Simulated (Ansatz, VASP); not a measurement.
BeIr3: VASP beside Ansatz

```
Be Ir
1.0
     5.42570    0.00000    0.00000
    -2.71285    4.69880    0.00000
     0.00000    0.00000    4.20957
Be Ir
2 6
Direct
  0.33333 0.66667 0.25000
  0.66667 0.33333 0.75000
  0.82768 0.65536 0.25000
  0.17232 0.82768 0.75000
  0.34464 0.17232 0.25000
  0.17232 0.34464 0.75000
  0.82768 0.17232 0.25000
  0.65536 0.82768 0.75000
```

Alike in both runs: functional PBE; k mesh 6 × 6 × 4; occupations gaussian, width 0.1 eV; no spin polarisation.

Ansatz relaxed the structure, and its values are those at the end. VASP's run is a single point on that final structure, the one shown.

|  | VASP | Ansatz |
| --- | --- | --- |
| version | VASP 6.6.1 | Ansatz 0.2.0 |
| potentials or method | VASP PAW PBE potentials, release 64 (Be, Ir), cutoff 520 eV | scalar-relativistic, plane waves, PAW |
| valence electrons in the cell | 58 | 106 |

|  | VASP | Ansatz | Ansatz less VASP |
| --- | --- | --- | --- |
| gap on the k mesh at the Fermi level (eV) | none | none | - |
| pressure (GPa) | 0.4 | 0.0 | -0.33 |
| rms of the force components (eV/Å) | 0.007 | 0.010 | +0.0028 |

A gap of «none» marks a metal or a gap that the smearing closes. VASP's potentials hold 58 valence electrons a cell and Ansatz's 106, so a difference there can come from the potentials and not from the codes.

The k mesh is coarse, so the values compare programs but aren't converged. Spin-orbit coupling is off throughout.
